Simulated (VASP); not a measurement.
# CdF2 (Fm-3m) in VASP: settings compared

CdF2 is run at these levels: RPBE, PBE; tasks: electric field gradients, single point.

Everything below comes from runs of VASP 6.6.1. Logs are shortened: lines on timing, memory, paths and dates and some standing lists are left out, and cuts for length are marked.

**1. The cell of the first run**

It takes space group Fm-3m (No. 225, cubic). Conventional cell: a = 5.388 Å, b = 5.388 Å, c = 5.388 Å, α = 90.00°, β = 90.00°, γ = 90.00°. Within 3.1 Å of Cd (site symmetry m-3m) lie 8 F at 2.33 Å. Within 3.1 Å of F (site symmetry -43m) lie 4 Cd at 2.33 Å and 6 F at 2.69 Å.

**2. Electric field gradients, RPBE**

Contents of INCAR:

```
PREC = Accurate
ENCUT = 520
EDIFF = 1E-8
ISMEAR = -1
SIGMA = 0.03
LREAL = False
LASPH = True
NELM = 120
ALGO = Normal
ISIF = 2
LWAVE = False
LCHARG = False
GGA = RP
LEFG = True
NBANDS = 20
GGA_COMPAT = False
```

Contents of KPOINTS:

```
regular mesh
0
Gamma
  6 6 6
```

Contents of POSCAR:

```
CdF2
1.0
    0.0000000000      2.6940000000      2.6940000000
    2.6940000000      0.0000000000      2.6940000000
    2.6940000000      2.6940000000      0.0000000000
Cd F
1 2
Direct
    0.0000000000      0.0000000000      0.0000000000
    0.2500000000      0.2500000000      0.2500000000
    0.7500000000      0.7500000000      0.7500000000
```

Potentials or basis: VASP PAW PBE potentials, release 64 (Cd, F).

On the command line:

```console
cat potpaw_PBE.64/Cd/POTCAR potpaw_PBE.64/F/POTCAR > POTCAR
mpirun -np 1 vasp_std > vasp.out
```

OUTCAR:

```text
PREC = Accurate
   ENCUT = 520
   EDIFF = 1E-8
   ISMEAR = -1
   LREAL = False
   LASPH = True
   NELM = 120
   ISIF = 2
   GGA = RP

 ion  position               nearest neighbor table
   1  0.000  0.000  0.000-   3 2.33   3 2.33   3 2.33   2 2.33   3 2.33   2 2.33   2 2.33   2 2.33

   2  0.250  0.250  0.250-   1 2.33   1 2.33   1 2.33   1 2.33
   3  0.750  0.750  0.750-   1 2.33   1 2.33   1 2.33   1 2.33

  LATTYP: Found a face centered cubic cell.
 ALAT       =     5.3880000000

  Lattice vectors:

 A1 = (   0.0000000000,   2.6940000000,   2.6940000000)
 A2 = (   2.6940000000,   0.0000000000,   2.6940000000)
 A3 = (   2.6940000000,   2.6940000000,   0.0000000000)

Analysis of symmetry for initial positions (statically):
=====================================================================
 Subroutine PRICEL returns:
 Original cell was already a primitive cell.

 Routine SETGRP: Setting up the symmetry group for a
 face centered cubic supercell.

 Subroutine GETGRP returns: Found 48 space group operations
 (whereof 48 operations were pure point group operations)
 out of a pool of 48 trial point group operations.

The static configuration has the point symmetry O_h .

Analysis of symmetry for dynamics (positions and initial velocities):
=====================================================================
 Subroutine PRICEL returns:
 Original cell was already a primitive cell.

 Routine SETGRP: Setting up the symmetry group for a
 face centered cubic supercell.

 Subroutine GETGRP returns: Found 48 space group operations
 (whereof 48 operations were pure point group operations)
 out of a pool of 48 trial point group operations.

The dynamic configuration has the point symmetry O_h .

 Subroutine INISYM returns: Found 48 space group operations
 (whereof 48 operations are pure point group operations),
 and found     1 'primitive' translations

----------------------------------------------------------------------------------------

                                     Primitive cell

  volume of cell :      39.1041

  direct lattice vectors                    reciprocal lattice vectors
     0.000000000  2.694000000  2.694000000    -0.185597624  0.185597624  0.185597624
     2.694000000  0.000000000  2.694000000     0.185597624 -0.185597624  0.185597624
     2.694000000  2.694000000  0.000000000     0.185597624  0.185597624 -0.185597624

  length of vectors
     3.809891337  3.809891337  3.809891337     0.321464515  0.321464515  0.321464515

  position of ions in fractional coordinates (direct lattice)
     0.000000000  0.000000000  0.000000000
     0.250000000  0.250000000  0.250000000
     0.750000000  0.750000000  0.750000000

  ion indices of the primitive-cell ions
   primitive index   ion index
                 1           1
                 2           2
                 3           3

----------------------------------------------------------------------------------------

 KPOINTS: regular mesh

Automatic generation of k-mesh.
 Grid dimensions read from file:
 generate k-points for:    6    6    6

 Generating k-lattice:

  Cartesian coordinates                     Fractional coordinates (reciprocal lattice)
    -0.030932937  0.030932937  0.030932937     0.166666667  0.000000000  0.000000000
     0.030932937 -0.030932937  0.030932937     0.000000000  0.166666667  0.000000000
     0.030932937  0.030932937 -0.030932937     0.000000000  0.000000000  0.166666667

  Length of vectors
     0.053577419  0.053577419  0.053577419

  Shift w.r.t. Gamma in fractional coordinates (k-lattice)
     0.000000000  0.000000000  0.000000000

 Subroutine IBZKPT returns following result:
 ===========================================

 Found     16 irreducible k-points:

 Following reciprocal coordinates:
            Coordinates               Weight
  0.000000  0.000000  0.000000      1.000000
  0.166667  0.000000  0.000000      8.000000
  0.333333  0.000000  0.000000      8.000000
  0.500000  0.000000  0.000000      4.000000
  0.166667  0.166667  0.000000      6.000000
  0.333333  0.166667  0.000000     24.000000
[... 8 lines left out ...]
 -0.333333  0.333333  0.166667     24.000000
 -0.333333  0.500000  0.166667     12.000000
   k-points           NKPTS =     16   k-points in BZ     NKDIM =     16   number of bands    NBANDS=     20
   number of dos      NEDOS =    301   number of ions     NIONS =      3
   total plane-waves  NPLWV =  21952
   dimension x,y,z NGX =    28 NGY =   28 NGZ =   28
   dimension x,y,z NGXF=    56 NGYF=   56 NGZF=   56
   ions per type =               1   2
   NGX,Y,Z   is equivalent  to a cutoff of  12.22, 12.22, 12.22 a.u.
   NGXF,Y,Z  is equivalent  to a cutoff of  24.44, 24.44, 24.44 a.u.
 SYSTEM =  unknown system
   PREC   = accura    normal or accurate (medium, high low for compatibility)
   ISTART =      0    job   : 0-new  1-cont  2-samecut
   ICHARG =      2    charge: 1-file 2-atom 10-const
   ISPIN  =      1    spin polarized calculation?
   LNONCOLLINEAR =      F non collinear calculations
   LSORBIT =      F    spin-orbit coupling
   LASPH  =      T    aspherical Exc in radial PAW
   ENCUT  =  520.0 eV  38.22 Ry    6.18 a.u.   7.08  7.08  7.08*2*pi/ulx,y,z
   NELM   =    120;   NELMIN=  2; NELMDL= -5     # of ELM steps
   EDIFF  = 0.1E-07   stopping-criterion for ELM
   LREAL  =      F    real-space projection
   EDIFFG = 0.1E-06   stopping-criterion for IOM
   NSW    =      0    number of steps for IOM
   IBRION =     -1    ionic relax: 0-MD 1-quasi-New 2-CG
   NFREE  =      0    steps in history (QN), initial steepest desc. (CG)
   ISIF   =      2    stress and relaxation
   ISYM   =      2    0-nonsym 1-usesym 2-fastsym
   POTIM  = 0.5000    time-step for ionic-motion
   TEBEG  =    0.0;   TEEND  =   0.0 temperature during run
   PSTRESS=    0.0 pullay stress
   NELECT =      26.0000    total number of electrons
   NUPDOWN=      -1.0000    fix difference up-down
   EMIN   =  10.00;   EMAX   =-10.00  energy-range for DOS
   EFERMI =   0.00;   METHOD = LEGACY
   ISMEAR =    -1;   SIGMA  =   0.03  broadening in eV -4-tet -1-fermi 0-gaus
   EFERMI_NEDOS =   21; number of points for ismear=-14 and -15
   IALGO  =     38    algorithm
   IMIX   =      4    mixing-type and parameters
     AMIX     =   0.40;   BMIX     =  1.00
     AMIX_MAG =   1.60;   BMIX_MAG =  1.00
  volume/ion in A,a.u.               =      13.03        87.96
  Fermi-wavevector in a.u.,A,eV,Ry     =   1.428867  2.700166 27.778468  2.041660
  Thomas-Fermi vector in A             =   2.548882
   LORBIT       =      0    0 simple, 1 ext, 2 COOP (PROOUT), +10 PAW based schemes
   GGA     = RP    functional components
   LHFCALC =     F    Hartree Fock is set to
   AEXX    =    0.0000 exact exchange contribution
   IVDW    =     0    specifies the selected vdW correction
   LEPSILON=     F    determine dielectric tensor
   LRPA    =     F    only Hartree local field effects (RPA)
 non-spin polarized calculation
  energy-cutoff  :      520.00
  volume of cell :       39.10
 maximum number of plane-waves:      1067
   NGX = 15   NGY = 15   NGZ = 15

 number of electron      25.9999990 magnetization

 Free energy of the ion-electron system (eV)
  ---------------------------------------------------
  ext. energy  EPLUGINS =         0.00000000
  ---------------------------------------------------
  free energy    TOTEN  =        -9.89483076 eV

  energy without entropy =       -9.89483076  energy(sigma->0) =       -9.89483076

 E-fermi :  -0.3890     XC(G=0): -10.0374

 val. band max:       -1.1379819015   @ k =  -0.3333   0.5000   0.1667
 cond. band min:       2.1499203850   @ k =   0.0000   0.0000   0.0000
 fundamental gap:      3.2879022865
 Fermi energy:        -0.3889794911

 k-point     1 :       0.0000    0.0000    0.0000
  band No.  band energies     occupation
      1     -22.0182      2.00000
      2     -20.9382      2.00000
      3      -6.7406      2.00000
      4      -6.7406      2.00000
      5      -6.7406      2.00000
      6      -5.5685      2.00000
[... 12 lines left out ...]
     19      18.9837      0.00000
     20      18.9837      0.00000

 k-point     2 :       0.1667    0.0000    0.0000
  band No.  band energies     occupation
      1     -21.9337      2.00000
      2     -21.0131      2.00000
      3      -6.6424      2.00000
      4      -6.6424      2.00000
      5      -6.4558      2.00000
      6      -5.5937      2.00000
[... 12 lines left out ...]
     19      18.3777      0.00000
     20      18.4142      0.00000

 k-point     3 :       0.3333    0.0000    0.0000
  band No.  band energies     occupation
      1     -21.7204      2.00000
      2     -21.2049      2.00000
      3      -6.4688      2.00000
      4      -6.4688      2.00000
      5      -5.7707      2.00000
      6      -5.5717      2.00000
[... 12 lines left out ...]
     19      17.6184      0.00000
     20      18.5314      0.00000

 k-point     4 :       0.5000    0.0000    0.0000
  band No.  band energies     occupation
      1     -21.4923      2.00000
      2     -21.4196      2.00000
      3      -6.4081      2.00000
      4      -6.4081      2.00000
      5      -5.4983      2.00000
      6      -5.4983      2.00000
[... 12 lines left out ...]
     19      17.3391      0.00000
     20      17.9610      0.00000

 k-point     5 :       0.1667    0.1667    0.0000
  band No.  band energies     occupation
      1     -21.9095      2.00000
      2     -21.0323      2.00000
      3      -6.5877      2.00000
      4      -6.5877      2.00000
      5      -6.3894      2.00000
      6      -5.7094      2.00000
[... 12 lines left out ...]
     19      19.2477      0.00000
     20      19.7860      0.00000
[... 169 lines left out ...]
      6      -5.4564      2.00000
[... 12 lines left out ...]
     19      18.5123      0.00000
     20      20.5106      0.00000

 k-point    14 :       0.5000    0.3333    0.1667
  band No.  band energies     occupation
      1     -21.6061      2.00000
      2     -21.2885      2.00000
      3      -6.2760      2.00000
      4      -6.1462      2.00000
      5      -5.8977      2.00000
      6      -5.5647      2.00000
[... 12 lines left out ...]
     19      18.4940      0.00000
     20      20.4961      0.00000

 k-point    15 :      -0.3333    0.3333    0.1667
  band No.  band energies     occupation
      1     -21.4496      2.00000
      2     -21.4313      2.00000
      3      -6.2209      2.00000
      4      -6.0448      2.00000
      5      -5.7025      2.00000
      6      -5.6312      2.00000
[... 12 lines left out ...]
     19      18.1193      0.00000
     20      20.9204      0.00000

 k-point    16 :      -0.3333    0.5000    0.1667
  band No.  band energies     occupation
      1     -21.4992      2.00000
      2     -21.3698      2.00000
      3      -6.2847      2.00000
      4      -5.8037      2.00000
      5      -5.7420      2.00000
      6      -5.6684      2.00000
[... 12 lines left out ...]
     19      19.4106      0.00000
     20      19.7788      0.00000

------------------------ aborting loop because EDIFF is reached ----------------------------------------

  FORCE on cell =-STRESS in cart. coord.  units (eV):
  Direction    XX          YY          ZZ          XY          YZ          ZX
  --------------------------------------------------------------------------------------
  -------------------------------------------------------------------------------------
  Total        2.6879627      2.6879627      2.6879627      0.0000000      0.0000000      0.0000000
  in kB      110.1313724    110.1313724    110.1313724      0.0000000      0.0000000      0.0000000
  external PRESSURE =     110.1313724 kB  Pullay stress =       0.0000000 kB

 VOLUME and BASIS-vectors are now :
 -----------------------------------------------------------------------------
  energy-cutoff  :      520.00
  volume of cell :       39.10
      direct lattice vectors                 reciprocal lattice vectors
     0.000000000  2.694000000  2.694000000    -0.185597624  0.185597624  0.185597624
     2.694000000  0.000000000  2.694000000     0.185597624 -0.185597624  0.185597624
     2.694000000  2.694000000  0.000000000     0.185597624  0.185597624 -0.185597624

 POSITION                                       TOTAL-FORCE (eV/Angst)
 -----------------------------------------------------------------------------------
      0.00000      0.00000      0.00000        -0.000000      0.000000      0.000000
      1.34700      1.34700      1.34700        -0.000000     -0.000000      0.000000
      4.04100      4.04100      4.04100         0.000000      0.000000     -0.000000
 -----------------------------------------------------------------------------------
    total drift:                                0.000000      0.000000      0.000000

  FREE ENERGIE OF THE ION-ELECTRON SYSTEM (eV)
  ---------------------------------------------------
  free  energy   TOTEN  =        -9.8948307588 eV

  energy  without entropy=       -9.8948307588  energy(sigma->0) =       -9.89483076

 Electric field gradients (V/A^2)
---------------------------------------------------------------------
 ion       V_xx      V_yy      V_zz      V_xy      V_xz      V_yz
---------------------------------------------------------------------
   1      -0.000    -0.000     0.000    -0.002    -0.002    -0.002
   2      -0.000    -0.000     0.000     0.008     0.008     0.008
   3      -0.000    -0.000     0.000     0.008     0.008     0.008
---------------------------------------------------------------------

 Electric field gradients after diagonalization (V/A^2)
 (convention: |V_zz| > |V_xx| > |V_yy|)
----------------------------------------------------------------------
 ion       V_xx      V_yy      V_zz     asymmetry (V_yy - V_xx)/ V_zz
----------------------------------------------------------------------
   1       0.002     0.002    -0.004       0.000
   2      -0.008    -0.008     0.017       0.000
   3      -0.008    -0.008     0.017       0.000
----------------------------------------------------------------------

           NMR quadrupolar parameters

 Cq : quadrupolar parameter    Cq=e*Q*V_zz/h
 eta: asymmetry parameters     (V_yy - V_xx)/ V_zz
 Q  : nuclear electric quadrupole moment in mb (millibarn)
----------------------------------------------------------------------
 ion       Cq(MHz)       eta       Q (mb)
----------------------------------------------------------------------
   1      -0.000       0.000       1.000
   2       0.000       0.000       1.000
   3       0.000       0.000       1.000
----------------------------------------------------------------------
```

It took 17 s on 1 thread of AMD EPYC 7R43 (Zen 3), shared host; peak memory 0.12 GiB.

What came out:

| Property | Result |
| --- | --- |
| Free energy | -9.8948 eV |
| Pressure | 11.0 GPa |
| Band gap on the k mesh | 3.29 eV (least direct gap 3.78 eV) |
| Largest electric field gradient by atom | under 0.05 V/Å² on every atom |

Caveat: the cell stands under pressure; the PAW data sets were made with another functional, which shifts forces and pressure a little. A k mesh can miss the band edges.

[end of part 1 of 2]
